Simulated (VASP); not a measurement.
A run of VASP 6.6.1 is set up as follows.

The input POSCAR:

```
SiC
1.0
    3.0775550330      0.0000000000      0.0000000000
   -1.5387775165      2.6652408402      0.0000000000
    0.0000000000      0.0000000000     10.2782572418
Si C
4 4
Direct
    0.0000000000      0.0000000000      0.0002805253
    0.3333333333      0.6666666667      0.2502359660
    0.0000000000      0.0000000000      0.5002805253
    0.6666666667      0.3333333333      0.7502359660
    0.0000000000      0.0000000000      0.1869327560
    0.3333333333      0.6666666667      0.4375507527
    0.0000000000      0.0000000000      0.6869327560
    0.6666666667      0.3333333333      0.9375507527
```

File INCAR.step1:

```
SYSTEM = SiC
PREC = Accurate ; ENCUT = 520
EDIFF = 1E-5 ; ISMEAR = 0
SIGMA = 0.01 ; LREAL = .False.
LASPH = .True. ; NELM = 100
ALGO = Normal ; ISIF = 2
LWAVE = .True. ; LCHARG = .False.
GGA = PE ; NBANDS = 26
```

File INCAR.step2:

```
SYSTEM = SiC
PREC = Accurate ; ENCUT = 520
EDIFF = 1E-6 ; ISMEAR = 0
SIGMA = 0.01 ; LREAL = .False.
LASPH = .True. ; NELM = 100
ALGO = Normal ; ISIF = 2
LWAVE = .False. ; LCHARG = .False.
GGA = PE ; LHFCALC = .True.
HFSCREEN = 0.2079 ; PRECFOCK = Fast
ISTART = 1 ; NBANDS = 26
```

File KPOINTS:

```
regular mesh
0
Gamma
  6 6 2
  0 0 0
```

Potentials or basis: VASP PAW PBE potentials, release 64 (Si, C).

Run with:

```sh
$ cat potpaw_PBE.64/Si/POTCAR potpaw_PBE.64/C/POTCAR > POTCAR
$ cp INCAR.step1 INCAR
$ mpirun -np 1 vasp_std > vasp.out
$ cp INCAR.step2 INCAR
$ mpirun -np 1 vasp_std > vasp.out
```

Task: Predict the band gap on the k mesh.

Result: 3.01 eV (least direct gap 4.31 eV).

Task: Estimate the largest force.

Result: 0.008 eV/Å.

Task: Predict the pressure.

Result: -5.8 GPa.

Forces in eV/Å, atoms in the order of the input:
```
Si   0.000  0.000 -0.008
Si   0.000  0.000  0.000
Si   0.000  0.000 -0.008
Si   0.000  0.000  0.000
C    0.000  0.000  0.007
C    0.000  0.000  0.001
C    0.000  0.000  0.007
C    0.000  0.000  0.001
```

Caveat: the cell differs from its parent crystal (uniaxial z strain +2.0%); the stress differs along the axes, from -13 to -2 GPa; the PAW data sets were made with another functional, which shifts forces and pressure a little. A k mesh can miss the band edges.
